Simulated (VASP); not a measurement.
Input of a VASP 6.6.1 run:

INCAR

```
PREC = Accurate
ENCUT = 520
EDIFF = 1E-7
ISMEAR = -1
SIGMA = 0.05
LREAL = F
LASPH = T
NELM = 100
ALGO = Normal
ISIF = 2
LWAVE = F
LCHARG = T
GGA = CA
LELF = T
LVHAR = T
NBANDS = 25
```

File KPOINTS:

```
regular mesh
0
Gamma
  7 7 9
```

File POSCAR:

```
Ti
1.0
    4.5367203846      0.0000000000      0.0000000000
   -2.2683601923      3.9289151029      0.0000000000
    0.0000000000      0.0000000000      2.8072756161
Ti
3
Direct
    0.6666666667      0.3333333333      0.5000000000
    0.3333333333      0.6666666667      0.5000000000
    0.0000000000      0.0000000000      0.0000000000
```

Potentials or basis: VASP PAW LDA potentials, release 64 (Ti_sv).

Command:

```console
$ cat potpaw_LDA.64/Ti_sv/POTCAR > POTCAR
$ mpirun -np 1 vasp_std > vasp.out
```

Predict the band gap on the k mesh.

zero (band 18 reaches 8.59 eV, above the bottom of band 19 at 8.31 eV).

Estimate the pressure.

-6.0 GPa.

Stress tensor (GPa, compression positive):
```
-6.24  0.00  0.00
 0.00 -6.24  0.00
 0.00  0.00 -5.65
```
